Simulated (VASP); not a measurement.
Ta4N: single point with PBEsol

Ta4N, a slab with vacuum:

```
CELL_PARAMETERS angstrom
2.84101 0.00000 0.00000
-0.94700 2.67853 0.00000
0.00000 0.00000 25.95903
ATOMIC_POSITIONS crystal
Ta 0.50000 0.50000 0.32744
Ta 0.00000 0.00000 0.41680
Ta 0.50000 0.50000 0.50421
Ta 0.00000 0.00000 0.59954
N 0.50000 0.00000 0.64659
```

```json
{
  "Program": "VASP 6.6.1",
  "Task": "single point",
  "Functional": "PBEsol",
  "Potentials or basis": "VASP PAW PBE potentials, release 64 (Ta_pv, N)",
  "Cutoff": "520 eV",
  "k mesh": "11 × 11 × 1",
  "Occupations": "gaussian, width 0.1 eV",
  "Spin": "no spin polarisation",
  "Dipole correction": "yes",
  "Further INCAR settings": "ALGO = Normal; EDIFF = 1e-06; NBANDS = 32"
}
```

```json
{
 "Largest force": "0.439 eV/Å",
 "Band gap on the k mesh": "zero (an odd number of electrons rules out a gap without spin polarisation)"
}
```

Forces in eV/Å, atoms in the order of the input:
```
Ta   0.000  0.000  0.420
Ta   0.000  0.000 -0.439
Ta   0.000  0.000  0.001
Ta   0.000  0.000 -0.199
N    0.000  0.000  0.216
```

Levels at points of the mesh, in eV from the Fermi level:
```csv
k point,band 21,band 22,band 23,band 24,band 25,band 26,band 27,band 28,band 29,band 30
"(0.00, 0.00, 0.00)",-0.71,-0.49,-0.36,-0.34,0.30,0.54,1.00,1.29,2.63,3.18
```

Run time: 10 min on 1 thread of Intel(R) Xeon(R) 6975P-C (Granite Rapids), on a shared host, peak memory 0.52 GiB.

Caveat: the PAW data sets were made with another functional, which shifts forces and pressure a little; spin-orbit coupling is left out, which moves the levels of the heavy elements.
